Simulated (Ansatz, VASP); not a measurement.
# One calculation of Os2Pd, two programs

```
Pd Os
1.0
    -1.63561    1.63561    4.18631
     1.63561   -1.63561    4.18631
     1.63561    1.63561   -4.18631
Pd Os
1 2
Direct
  0.00000 0.00000 0.00000
  0.67672 0.67672 0.00000
  0.32328 0.32328 0.00000
```

Alike in both runs: functional PBE; k mesh 8 × 8 × 8; occupations gaussian, width 0.1 eV; no spin polarisation.

Ansatz relaxed the structure, and its values are those at the end. VASP's run is a single point on that final structure, the one shown.

```csv
,VASP,Ansatz
version,VASP 6.6.1,Ansatz 0.2.0
potentials or method,"VASP PAW PBE potentials, release 64 (Pd, Os), cutoff 520 eV","scalar-relativistic, plane waves, PAW"
valence electrons in the cell,26,50
```

VASP gave:

| Quantity | Value |
| --- | --- |
| gap on the k mesh at the Fermi level (eV) | none |
| pressure (GPa) | -0.4 |
| rms of the force components (eV/Å) | 0.025 |

**Question.** Estimate Ansatz's values.

**Answer.** gap on the k mesh at the Fermi level (eV): none; pressure (GPa): 0.0; rms of the force components (eV/Å): 0.008.

A gap of «none» marks a metal or a gap that the smearing closes. VASP's potentials hold 26 valence electrons a cell and Ansatz's 50, so a difference there can come from the potentials and not from the codes.

Neither program's run includes spin-orbit coupling.
